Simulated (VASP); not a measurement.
Te2Mo: single point with r2SCAN

System: Te2Mo, a slab with vacuum.

```
CELL_PARAMETERS angstrom
3.56126 0.00000 0.00000
-1.78063 3.08414 0.00000
0.00000 0.00000 18.31237
ATOMIC_POSITIONS crystal
Te 0.33333 0.66667 0.90231
Te 0.33333 0.66667 0.09769
Mo 0.00000 0.00000 0.00000
```

This cell differs from its parent crystal: strain along c alone, the other axes held: +4.5 %, then relaxed in part.

```yaml
Program: VASP 6.6.1
Task: single point
Functional: r2SCAN
Potentials_or_basis: VASP PAW PBE potentials, release 64 (Te, Mo_sv)
Cutoff: 520 eV
k_mesh: 12 × 12 × 2
Occupations: gaussian, width 0.02 eV
Spin: no spin polarisation
Dipole_correction: no
Further_INCAR_settings: ALGO = Normal; EDIFF = 1e-07; NBANDS = 20
```

The largest force is 0.027 eV/Å and the band gap on the k mesh is 1.12 eV.

Forces in eV/Å, atoms in the order of the input:
```
Te   0.000  0.000 -0.027
Te   0.000  0.000  0.027
Mo   0.000  0.000  0.000
```

Levels at points of the mesh, in eV from the valence-band top:
| k point | band 10 | band 11 | band 12 | band 13 | band 14 | band 15 | band 16 | band 17 |
| --- | --- | --- | --- | --- | --- | --- | --- | --- |
| (0.00, 0.00, 0.00) | -1.75 | -1.02 | -1.02 | -0.40 | 3.17 | 3.17 | 3.48 | 3.48 |
| (0.50, 0.00, 0.00) | -2.49 | -1.70 | -0.75 | -0.47 | 1.46 | 1.85 | 3.55 | 3.86 |
| (0.00, 0.00, 0.50) | -1.75 | -1.02 | -1.02 | -0.40 | 3.17 | 3.17 | 3.48 | 3.48 |
| (0.50, 0.00, 0.50) | -2.49 | -1.70 | -0.75 | -0.47 | 1.46 | 1.85 | 3.55 | 3.86 |

Wall time 10 min on 1 thread of AMD EPYC 9R45 96-Core Processor (Zen 5), on a shared host, peak memory 0.43 GiB.

Caveat: the cell differs from its parent crystal (strain along c alone, the other axes held: +4.5 %, then relaxed in part); there is no dipole correction, which matters where the two faces differ; the PAW data sets were made with another functional, which shifts forces and pressure a little; spin-orbit coupling is left out, which moves the levels of the heavy elements.
